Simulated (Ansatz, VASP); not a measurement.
# Ta in VASP and in Ansatz

The input INCAR:

```
PREC     = Accurate       # precision mode
ENCUT    = 520            # plane-wave cutoff, eV
EDIFF    = 1E-7           # SCF threshold, eV
ISMEAR   = -1             # smearing method
SIGMA    = 0.1            # smearing width, eV
LREAL    = False          # projectors in reciprocal space
LASPH    = True           # aspherical terms in the spheres
NELM     = 100            # most SCF steps
ALGO     = Normal         # electronic algorithm
ISIF     = 2              # what is computed and relaxed
LWAVE    = False          # write WAVECAR
LCHARG   = False          # write CHGCAR
GGA      = RE             # functional
NBANDS   = 30             # bands
```

The input KPOINTS:

```
Automatic mesh
0
Gamma
  14 14 4
```

POSCAR

```
Ta
1.0
    3.0677522833      0.0000000000      0.0000000000
   -1.5338761417      2.6567514098      0.0000000000
    0.0000000000      0.0000000000     10.4624504188
Ta
4
Direct
    1.0000000000      1.0000000000      1.0000000000
    1.0000000000      1.0000000000      0.5000000000
    0.3333333333      0.6666666667      0.2500000000
    0.6666666667      0.3333333333      0.7500000000
```

Input for Ansatz:

```yaml
crystal:
  lattice:
    - [3.0677522833, 0.0, 0.0]
    - [-1.5338761417, 2.6567514098, 0.0]
    - [0.0, 0.0, 10.4624504188]
  atoms:
    - { symbol: Ta, position: [1.0, 1.0, 1.0] }
    - { symbol: Ta, position: [1.0, 1.0, 0.5] }
    - { symbol: Ta, position: [0.3333333333, 0.6666666667, 0.25] }
    - { symbol: Ta, position: [0.6666666667, 0.3333333333, 0.75] }
hamiltonian:
  xc: revpbe
  pseudopotentials:
    kind: paw
    azcp:
      Ta: "pseudopotentials/Ta.paw.azcp"
basis:
  ecutwfc: 420
  fft_grid_basis: typed
kpoints:
  mp_grid: { grid: [14, 14, 4], shift: [0, 0, 0] }
magnetization:
  spin_polarized: false
scf:
  occupations: { method: fermi_dirac, width: 0.1 }
  lower_state_search: "off"
output:
  stress: true
```

Alike in both runs: task single point; functional revPBE; k mesh 14 × 14 × 4; occupations fermi-dirac, width 0.1 eV; no spin polarisation.

|  | VASP | Ansatz |
| --- | --- | --- |
| version | VASP 6.6.1 | Ansatz 0.2.0 |
| potentials or method | VASP PAW PBE potentials, release 64 (Ta_pv), cutoff 520 eV | plane waves (420 eV) with PAW, scalar-relativistic |
| valence electrons in the cell | 44 | 52 |

Ansatz gave:

- pressure (GPa): -16.9
- traceless stress, the component that is largest in VASP (GPa): 0.07

What did VASP give for the same quantities?

Pressure (GPa): -16.9; traceless stress, the component that is largest in VASP (GPa): 0.10.

VASP's potentials were made for PBE, not for revPBE. With one functional, cell and mesh, what is left measures potentials, basis and numerics. VASP's potentials hold 44 valence electrons a cell and Ansatz's 52, so a difference there can come from the potentials and not from the codes.

Neither program's run includes spin-orbit coupling.
